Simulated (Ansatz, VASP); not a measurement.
## One calculation of MgS, two programs

```
Mg S
1.0
     0.00000    2.57735    2.57735
     2.57735    0.00000    2.57735
     2.57735    2.57735    0.00000
Mg S
1 1
Cartesian
  0.0000 0.0000 0.0000
  2.5773 2.5773 2.5773
```

Alike in both runs: functional PBE; dispersion D3(BJ); k mesh 8 × 8 × 8; occupations gaussian, width 0.02 eV; no spin polarisation.

Ansatz relaxed the structure, and its values are those at the end. VASP's run is a single point on that final structure, the one shown.

|  | VASP | Ansatz |
| --- | --- | --- |
| version | VASP 6.6.1 | Ansatz 0.2.0 |
| potentials or method | VASP PAW PBE potentials, release 64 (Mg, S), cutoff 600 eV | scalar-relativistic, plane waves, PAW |
| valence electrons in the cell | 8 | 16 |

VASP gave:

- gap on the k mesh at the Fermi level (eV): 2.84
- least direct gap on the mesh (eV): 3.94
- pressure (GPa): -0.3

Question: What did Ansatz give for the same quantities?

Answer: gap on the k mesh at the Fermi level (eV): 2.85; least direct gap on the mesh (eV): 3.95; pressure (GPa): 0.0.

VASP's potentials hold 8 valence electrons a cell and Ansatz's 16, so a difference there can come from the potentials and not from the codes.
